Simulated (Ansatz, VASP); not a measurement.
**Pb in VASP and in Ansatz**

The input POSCAR:

```
Pb
1.0
   -1.9796595667      1.9796595667      1.9796595667
    1.9796595667     -1.9796595667      1.9796595667
    1.9796595667      1.9796595667     -1.9796595667
Pb
1
Direct
    0.0000000000      0.0000000000      0.0000000000
```

INCAR.step1

```
SYSTEM = Pb
PREC = Accurate
ENCUT = 520
EDIFF = 1E-5
ISMEAR = -1
SIGMA = 0.05
LREAL = .FALSE.
LASPH = .TRUE.
NELM = 80
ALGO = Normal
ISIF = 2
LWAVE = .TRUE.
LCHARG = .FALSE.
NBANDS = 13
GGA = PE
```

Contents of INCAR.step2:

```
SYSTEM = Pb
PREC = Accurate
ENCUT = 520
EDIFF = 1E-6
ISMEAR = -1
SIGMA = 0.05
LREAL = .FALSE.
LASPH = .TRUE.
NELM = 80
ALGO = Normal
ISIF = 2
LWAVE = .FALSE.
LCHARG = .FALSE.
GGA = PE
LHFCALC = .TRUE.
AEXX = 0.25
HFSCREEN = 0.3
PRECFOCK = Normal
NBANDS = 13
ISTART = 1
```

Contents of KPOINTS:

```
regular mesh
0
G
  5 5 5
  0 0 0
```

The input input:

```
crystal:
  lattice:
    - [-1.9796595667, 1.9796595667, 1.9796595667]
    - [1.9796595667, -1.9796595667, 1.9796595667]
    - [1.9796595667, 1.9796595667, -1.9796595667]
  atoms:
    - { symbol: Pb, position: [0.0, 0.0, 0.0] }
hamiltonian:
  xc: { exchange: pbe, correlation: pbe, exx: { coeff: 0.25, omega: 0.3 } }
  pseudopotentials: { kind: paw }
kpoints:
  mp_grid: { grid: [5, 5, 5] }
  band_path:
    path:
      - [[0.0, 0.0, 0.0], [0.5, -0.5, 0.5], [0.0, 0.0, 0.5], [0.0, 0.0, 0.0], [0.25, 0.25, 0.25], [0.5, -0.5, 0.5]]
      - [[0.25, 0.25, 0.25], [0.0, 0.0, 0.5]]
    npoints: 4
scf:
  occupations: { method: fermi_dirac, width: 0.05 }
  n_extra_bands: 6
output:
  forces: true
  stress: true
  eigenvalues: true
  fatbands: false
```

Alike in both runs: functional PBE-based screened hybrid; k mesh 5 × 5 × 5; occupations fermi-dirac, width 0.05 eV; no spin polarisation.

|  | VASP | Ansatz |
| --- | --- | --- |
| version | VASP 6.6.1 | Ansatz 0.2.0 |
| potentials or method | VASP PAW PBE potentials, release 64 (Pb_d) | Ansatz PAW |
| plane-wave cutoff (eV) | 520 | 420 |
| valence electrons in the cell | 14 | 14 |
| task | single point | band structure |

Ansatz gave:

| Quantity | Value |
| --- | --- |
| gap on the k mesh at the Fermi level (eV) | none |
| pressure (GPa) | 1.9 |

Estimate VASP's values.

gap on the k mesh at the Fermi level (eV): none; pressure (GPa): 1.8.

VASP's potentials were made for PBE, not for PBE-based screened hybrid. A gap of «none» marks a metal or a gap that the smearing closes. The functional is the same, so the differences come from potentials, cutoffs and numerics.

The k mesh is coarse, so the values compare programs but aren't converged. Spin-orbit coupling is off throughout.
